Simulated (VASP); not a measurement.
The system is LiF (Griceite).

```
CELL_PARAMETERS angstrom
0.00000 1.99487 1.99487
1.99487 0.00000 1.99487
1.99487 1.99487 0.00000
ATOMIC_POSITIONS crystal
Li 0.00000 0.00000 0.00000
F 0.50000 0.50000 0.50000
```

Base run:

* Program: VASP 6.6.1
* Functional: r2SCAN
* Potentials or basis: VASP PAW PBE potentials, release 64 (Li_sv, F)
* Cutoff: 520 eV
* k mesh: 10 × 10 × 10
* Occupations: gaussian, width 0.01 eV
* Spin: no spin polarisation

Its results: band gap on the k mesh 10.55 eV, direct.

Problem. The run is repeated on the same cell with these changes: functional from r2SCAN to PBE; further incar settings from ALGO = Normal; EDIFF = 1e-07; NBANDS = 12 to ALGO = Normal; EDIFF = 1e-06; NBANDS = 12. What comes out?

Solution. Band gap on the k mesh 9.35 eV, direct.

A k mesh can miss the band edges.
